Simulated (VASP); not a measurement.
# S (Fm-3m) in VASP: single point with PBE+D3(BJ)

Aim: the single point of S with PBE+D3(BJ).

All numbers are computed with VASP 6.6.1; they aren't measurements. Logs are shortened: lines on timing, memory, paths and dates and some standing lists are left out, and cuts for length are marked.

## (1) The cell of the first run

It takes space group Fm-3m (No. 225, cubic). Conventional cell: a = 4.108 Å, b = 4.108 Å, c = 4.108 Å, α = 90.00°, β = 90.00°, γ = 90.00°. Within 3.8 Å of S (site symmetry m-3m) lie 12 S at 2.91 Å.

## (2) Single point, PBE+D3(BJ) (strain +0.030 along x and y, +0.030 along z)

Contents of INCAR:

```
SYSTEM = S
PREC = Accurate ; ENCUT = 520
EDIFF = 1E-6 ; ISMEAR = 0
SIGMA = 0.15 ; LREAL = .False.
LASPH = .True. ; NELM = 60
ALGO = Normal ; ISIF = 2
LWAVE = .False. ; LCHARG = .False.
GGA = PE ; IVDW = 12
NBANDS = 9
```

Contents of KPOINTS:

```
regular mesh
0
Gamma
  20 20 20
  0 0 0
```

Contents of POSCAR:

```
S
1.0
    0.0000000000      2.0541808543      2.0541808543
    2.0541808543      0.0000000000      2.0541808543
    2.0541808543      2.0541808543      0.0000000000
S
1
Direct
    0.0000000000      0.0000000000      0.0000000000
```

Potentials or basis: VASP PAW PBE potentials, release 64 (S).

The run is started by

```sh
$ cat potpaw_PBE.64/S/POTCAR > POTCAR
$ mpirun -np 1 vasp_std > vasp.out
```

OUTCAR:

```text
SYSTEM = S
   PREC = Accurate
   ENCUT = 520
   EDIFF = 1E-6
   ISMEAR = 0
   LREAL = .False.
   LASPH = .True.
   NELM = 60
   ISIF = 2
   GGA = PE
   IVDW = 12
 IVDW          = 12

 ion  position               nearest neighbor table
   1  0.000  0.000  0.000-

  LATTYP: Found a face centered cubic cell.
 ALAT       =     4.1083617086

  Lattice vectors:

 A1 = (   0.0000000000,   2.0541808543,   2.0541808543)
 A2 = (   2.0541808543,   0.0000000000,   2.0541808543)
 A3 = (   2.0541808543,   2.0541808543,   0.0000000000)

Analysis of symmetry for initial positions (statically):
=====================================================================
 Subroutine PRICEL returns:
 Original cell was already a primitive cell.

 Routine SETGRP: Setting up the symmetry group for a
 face centered cubic supercell.

 Subroutine GETGRP returns: Found 48 space group operations
 (whereof 48 operations were pure point group operations)
 out of a pool of 48 trial point group operations.

The static configuration has the point symmetry O_h .

Analysis of symmetry for dynamics (positions and initial velocities):
=====================================================================
 Subroutine PRICEL returns:
 Original cell was already a primitive cell.

 Routine SETGRP: Setting up the symmetry group for a
 face centered cubic supercell.

 Subroutine GETGRP returns: Found 48 space group operations
 (whereof 48 operations were pure point group operations)
 out of a pool of 48 trial point group operations.

The dynamic configuration has the point symmetry O_h .

 Subroutine INISYM returns: Found 48 space group operations
 (whereof 48 operations are pure point group operations),
 and found     1 'primitive' translations

----------------------------------------------------------------------------------------

                                     Primitive cell

  volume of cell :      17.3359

  direct lattice vectors                    reciprocal lattice vectors
     0.000000000  2.054180854  2.054180854    -0.243406027  0.243406027  0.243406027
     2.054180854  0.000000000  2.054180854     0.243406027 -0.243406027  0.243406027
     2.054180854  2.054180854  0.000000000     0.243406027  0.243406027 -0.243406027

  length of vectors
     2.905050424  2.905050424  2.905050424     0.421591605  0.421591605  0.421591605

  position of ions in fractional coordinates (direct lattice)
     0.000000000  0.000000000  0.000000000

  ion indices of the primitive-cell ions
   primitive index   ion index
                 1           1

----------------------------------------------------------------------------------------

 KPOINTS: regular mesh

Automatic generation of k-mesh.
 Grid dimensions read from file:
 generate k-points for:   20   20   20

 Generating k-lattice:

  Cartesian coordinates                     Fractional coordinates (reciprocal lattice)
    -0.012170301  0.012170301  0.012170301     0.050000000  0.000000000  0.000000000
     0.012170301 -0.012170301  0.012170301     0.000000000  0.050000000  0.000000000
     0.012170301  0.012170301 -0.012170301     0.000000000  0.000000000  0.050000000

  Length of vectors
     0.021079580  0.021079580  0.021079580

  Shift w.r.t. Gamma in fractional coordinates (k-lattice)
     0.000000000  0.000000000  0.000000000

 Subroutine IBZKPT returns following result:
 ===========================================

 Found    256 irreducible k-points:

 Following reciprocal coordinates:
            Coordinates               Weight
  0.000000  0.000000  0.000000      1.000000
  0.050000  0.000000  0.000000      8.000000
  0.100000  0.000000  0.000000      8.000000
  0.150000  0.000000  0.000000      8.000000
  0.200000  0.000000  0.000000      8.000000
  0.250000  0.000000  0.000000      8.000000
[... 16 lines left out ...]
 -0.400000  0.050000  0.000000     24.000000
 -0.350000  0.050000  0.000000     24.000000
 [... further k-points ...]
   k-points           NKPTS =    256   k-points in BZ     NKDIM =    256   number of bands    NBANDS=      9
   number of dos      NEDOS =    301   number of ions     NIONS =      1
   total plane-waves  NPLWV =  13824
   dimension x,y,z NGX =    24 NGY =   24 NGZ =   24
   dimension x,y,z NGXF=    48 NGYF=   48 NGZF=   48
   ions per type =               1
   NGX,Y,Z   is equivalent  to a cutoff of  13.73, 13.73, 13.73 a.u.
   NGXF,Y,Z  is equivalent  to a cutoff of  27.47, 27.47, 27.47 a.u.
 SYSTEM =  S
   PREC   = accura    normal or accurate (medium, high low for compatibility)
   ISTART =      0    job   : 0-new  1-cont  2-samecut
   ICHARG =      2    charge: 1-file 2-atom 10-const
   ISPIN  =      1    spin polarized calculation?
   LNONCOLLINEAR =      F non collinear calculations
   LSORBIT =      F    spin-orbit coupling
   LASPH  =      T    aspherical Exc in radial PAW
   ENCUT  =  520.0 eV  38.22 Ry    6.18 a.u.   5.40  5.40  5.40*2*pi/ulx,y,z
   NELM   =     60;   NELMIN=  2; NELMDL= -5     # of ELM steps
   EDIFF  = 0.1E-05   stopping-criterion for ELM
   LREAL  =      F    real-space projection
   EDIFFG = 0.1E-04   stopping-criterion for IOM
   NSW    =      0    number of steps for IOM
   IBRION =     -1    ionic relax: 0-MD 1-quasi-New 2-CG
   NFREE  =      0    steps in history (QN), initial steepest desc. (CG)
   ISIF   =      2    stress and relaxation
   ISYM   =      2    0-nonsym 1-usesym 2-fastsym
   POTIM  = 0.5000    time-step for ionic-motion
   TEBEG  =    0.0;   TEEND  =   0.0 temperature during run
   PSTRESS=    0.0 pullay stress
   NELECT =       6.0000    total number of electrons
   NUPDOWN=      -1.0000    fix difference up-down
   EMIN   =  10.00;   EMAX   =-10.00  energy-range for DOS
   EFERMI =   0.00;   METHOD = LEGACY
   ISMEAR =     0;   SIGMA  =   0.15  broadening in eV -4-tet -1-fermi 0-gaus
   EFERMI_NEDOS =   21; number of points for ismear=-14 and -15
   IALGO  =     38    algorithm
   IMIX   =      4    mixing-type and parameters
     AMIX     =   0.40;   BMIX     =  1.00
     AMIX_MAG =   1.60;   BMIX_MAG =  1.00
  volume/ion in A,a.u.               =      17.34       116.99
  Fermi-wavevector in a.u.,A,eV,Ry     =   1.149414  2.172078 17.975379  1.321153
  Thomas-Fermi vector in A             =   2.286084
   LORBIT       =      0    0 simple, 1 ext, 2 COOP (PROOUT), +10 PAW based schemes
   GGA     = PE    functional components
   LHFCALC =     F    Hartree Fock is set to
   AEXX    =    0.0000 exact exchange contribution
   IVDW    =    12    specifies the selected vdW correction
   LEPSILON=     F    determine dielectric tensor
   LRPA    =     F    only Hartree local field effects (RPA)
 non-spin polarized calculation
 Gauss-broadening in eV      SIGMA  =   0.15
  energy-cutoff  :      520.00
  volume of cell :       17.34
 maximum number of plane-waves:       486
 NGX is ok and might be reduce to    24
   NGX = 11   NGY = 11   NGZ = 11

 number of electron       6.0000001 magnetization

 Free energy of the ion-electron system (eV)
  ---------------------------------------------------
  ext. energy  EPLUGINS =         0.00000000
  ---------------------------------------------------
  free energy    TOTEN  =        -2.80437330 eV

  energy without entropy =       -2.79288167  energy(sigma->0) =       -2.79862749

 E-fermi :   6.1754     XC(G=0): -10.7441

 val. band max:        6.1703894550   @ k =  -0.4000   0.1500   0.0500
 cond. band min:       6.1854212791   @ k =  -0.4500   0.3000   0.1500
 fundamental gap:      0.0150318241
 Fermi energy:         6.1753745015

 k-point     1 :       0.0000    0.0000    0.0000
  band No.  band energies     occupation
      1      -9.6668      2.00000
      2       8.9151      0.00000
      3       8.9151      0.00000
      4       8.9151      0.00000
      5      18.2561      0.00000
      6      18.2561      0.00000
      7      18.2561      0.00000
      8      19.2162      0.00000
      9      23.1823      0.00000

 k-point     2 :       0.0500    0.0000    0.0000
  band No.  band energies     occupation
      1      -9.6133      2.00000
      2       8.6148      0.00000
      3       8.8778      0.00000
      4       8.8778      0.00000
      5      18.1246      0.00000
      6      18.3491      0.00000
      7      18.3491      0.00000
      8      19.4171      0.00000
      9      23.0086      0.00000

 k-point     3 :       0.1000    0.0000    0.0000
  band No.  band energies     occupation
      1      -9.4536      2.00000
      2       7.8067      0.00000
      3       8.7736      0.00000
      4       8.7736      0.00000
      5      17.7405      0.00000
      6      18.5948      0.00000
      7      18.5948      0.00000
      8      20.0294      0.00000
      9      22.6066      0.00000

 k-point     4 :       0.1500    0.0000    0.0000
  band No.  band energies     occupation
      1      -9.1903      2.00000
      2       6.6769      0.00000
      3       8.6218      0.00000
      4       8.6218      0.00000
      5      17.2454      0.00000
      6      18.8766      0.00000
      7      18.8766      0.00000
      8      20.9135      0.00000
      9      22.2433      0.00000
[... 205 lines left out ...]
 k-point    22 :      -0.4500    0.0500    0.0000
  band No.  band energies     occupation
      1      -6.1754      2.00000
      2      -0.2790      2.00000
      3       7.4818      0.00000
      4       7.7752      0.00000
      5      15.6065      0.00000
      6      17.3536      0.00000
      7      17.6830      0.00000
      8      23.3699      0.00000
      9      26.5745      0.00000

 k-point    23 :      -0.4000    0.0500    0.0000
  band No.  band energies     occupation
      1      -6.5370      2.00000
      2       0.3031      2.00000
      3       7.4740      0.00000
      4       7.8857      0.00000
      5      15.6957      0.00000
      6      17.5592      0.00000
      7      17.7662      0.00000
      8      23.4347      0.00000
      9      25.5605      0.00000

 k-point    24 :      -0.3500    0.0500    0.0000
  band No.  band energies     occupation
      1      -7.0612      2.00000
      2       1.2307      2.00000
      3       7.5168      0.00000
      4       8.0299      0.00000
      5      15.8549      0.00000
      6      17.8788      0.00000
      7      17.9717      0.00000
      8      23.4064      0.00000
      9      24.3695      0.00000

 [... further k-points ...]

------------------------ aborting loop because EDIFF is reached ----------------------------------------

 Edisp (eV)   -0.35062

 E8    (eV) :    -0.1259

  FORCE on cell =-STRESS in cart. coord.  units (eV):
  Direction    XX          YY          ZZ          XY          YZ          ZX
  --------------------------------------------------------------------------------------
  -------------------------------------------------------------------------------------
  Total      -0.98985    -0.98985    -0.98985     0.00000     0.00000     0.00000
  in kB     -91.48207   -91.48207   -91.48207     0.00000     0.00000     0.00000
  external pressure =      -91.48 kB  Pullay stress =        0.00 kB

 VOLUME and BASIS-vectors are now :
 -----------------------------------------------------------------------------
  energy-cutoff  :      520.00
  volume of cell :       17.34
      direct lattice vectors                 reciprocal lattice vectors
     0.000000000  2.054180854  2.054180854    -0.243406027  0.243406027  0.243406027
     2.054180854  0.000000000  2.054180854     0.243406027 -0.243406027  0.243406027
     2.054180854  2.054180854  0.000000000     0.243406027  0.243406027 -0.243406027

 POSITION                                       TOTAL-FORCE (eV/Angst)
 -----------------------------------------------------------------------------------
      0.00000      0.00000      0.00000         0.000000      0.000000      0.000000
 -----------------------------------------------------------------------------------
    total drift:                                0.000000      0.000000      0.000000

  FREE ENERGIE OF THE ION-ELECTRON SYSTEM (eV)
  ---------------------------------------------------
  free  energy   TOTEN  =        -3.1549918033 eV

  energy  without entropy=       -3.1435001830  energy(sigma->0) =       -3.14924599
```

Wall time 26 s (1 thread of AMD EPYC 7R13 (Zen 3), shared host); peak memory 0.13 GiB.

Results:

```
Free energy                : -3.1550 eV
Pressure                   : -9.1 GPa
Band gap on the k mesh     : zero (band 3 reaches 8.92 eV, above the bottom of band 4 at 4.03 eV)
Dispersion energy per atom : -0.351 eV
```

Levels at points of the mesh, in eV from the Fermi level:
```tsv
k point	band 1	band 2	band 3	band 4	band 5	band 6	band 7	band 8
(0.00, 0.00, 0.00)	-15.84	2.74	2.74	2.74	12.08	12.08	12.08	13.04
(0.50, 0.00, 0.00)	-12.31	-6.62	1.61	1.61	9.18	11.36	11.36	16.78
(0.50, 0.50, 0.00)	-10.94	-5.74	-0.75	-0.75	5.63	6.29	21.06	22.30
```

Caveat: the cell differs from its parent crystal (strain +0.030 along x and y, +0.030 along z); pairwise dispersion overbinds metals, which lowers pressure and volume.
